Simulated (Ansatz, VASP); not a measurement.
One calculation of W3C, two programs

INCAR

```
SYSTEM = W3C
PREC     = Accurate       ! precision mode
ENCUT    = 520            ! plane-wave cutoff, eV
EDIFF    = 1E-7           ! SCF threshold, eV
ISMEAR   = 0              ! smearing method
SIGMA    = 0.1            ! smearing width, eV
LREAL    = .False.        ! projectors in reciprocal space
LASPH    = .True.         ! aspherical terms in the spheres
NELM     = 100            ! most SCF steps
ALGO     = Normal         ! electronic algorithm
ISIF     = 2              ! what is computed and relaxed
LWAVE    = .False.        ! write WAVECAR
LCHARG   = .False.        ! write CHGCAR
LDIPOL   = .True.       
IDIPOL   = 3            
DIPOL    = 0.5 0.5 0.339
GGA      = PE             ! functional
NBANDS   = 31             ! bands
```

The input KPOINTS:

```
Automatic mesh
0
Gamma
  9 9 1
  0 0 0
```

File POSCAR:

```
W3C
1.0
    2.8545944806      0.0000000000      0.0000000000
   -1.4272972403      2.4721513377      0.0000000000
    0.0000000000      0.0000000000     21.6971108210
W C
3 1
Direct
    0.6666666667      0.3333333333      0.1843563428
    0.3333333333      0.6666666667      0.2926027619
    0.0000000000      0.0000000000      0.4008418859
    0.5555555556     -0.5555555556      0.4787324408
```

Input for Ansatz:

```yaml
crystal:
  lattice:
    - [2.8545944806, 0.0, 0.0]
    - [-1.4272972403, 2.4721513377, 0.0]
    - [0.0, 0.0, 21.697110821]
  atoms:
    - { symbol: W, position: [0.6666666667, 0.3333333333, 0.1843563428] }
    - { symbol: W, position: [0.3333333333, 0.6666666667, 0.2926027619] }
    - { symbol: W, position: [0.0, 0.0, 0.4008418859] }
    - { symbol: C, position: [0.5555555556, -0.5555555556, 0.4787324408] }
basis:
  ecutwfc: 420
kpoints:
  mp_grid: { grid: [9, 9, 1] }
hamiltonian:
  xc: pbe
scf:
  occupations: { method: gaussian, width: 0.1 }
output:
  forces: true
  eigenvalues: true
efield:
  axis: 3
  dipole_correction: true
  ramp_width: 0.04
```

Alike in both runs: task single point; functional PBE; k mesh 9 × 9 × 1; occupations gaussian, width 0.1 eV; no spin polarisation.

```csv
,VASP,Ansatz
version,VASP 6.6.1,Ansatz 0.2.0
potentials or method,"VASP PAW PBE potentials, release 64 (W_sv, C), cutoff 520 eV","scalar-relativistic, plane waves, PAW"
valence electrons in the cell,46,46
```

```csv
,VASP,Ansatz,Ansatz less VASP
gap on the k mesh at the Fermi level (eV),none,none,-
rms of the force components (eV/Å),1.459,1.468,+0.0090
```

Atom by atom the forces differ by 0.013 eV/Å (rms over components). A gap of «none» marks a metal or a gap that the smearing closes.

Spin-orbit coupling is off throughout.
